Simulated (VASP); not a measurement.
Input of a VASP 6.6.1 run:

The input INCAR:

```
SYSTEM = Sr
  ALGO = Normal
  EDIFF = 1E-6
  ENCUT = 520
  GGA = PE
  ISIF = 2
  ISMEAR = -1
  LASPH = .TRUE.
  LCHARG = .FALSE.
  LREAL = .FALSE.
  LWAVE = .FALSE.
  NBANDS = 28
  NELM = 100
  PREC = Accurate
  SIGMA = 0.05
```

KPOINTS

```
k-points
0
G
  11 11 3
  0 0 0
```

File POSCAR:

```
Sr
1.0
    3.2192618115      0.0000000000      0.0000000000
   -1.6096309058      2.7879625102      0.0000000000
    0.0000000000      0.0000000000     10.4132269027
Sr
4
Direct
    0.0000000000      0.0000000000      0.0000000000
    0.0000000000      0.0000000000      0.5000000000
    0.3333333333      0.6666666667      0.2500000000
    0.6666666667      0.3333333333      0.7500000000
```

Potentials or basis: VASP PAW PBE potentials, release 64 (Sr_sv).

Run with:

```sh
$ cat potpaw_PBE.64/Sr_sv/POTCAR > POTCAR
$ mpirun -np 1 vasp_std > vasp.out
```

Task: Predict the band gap on the k mesh.

Result: Zero (band 20 reaches 6.06 eV, above the bottom of band 21 at 5.04 eV).

Task: Estimate the pressure.

Result: 33.5 GPa.
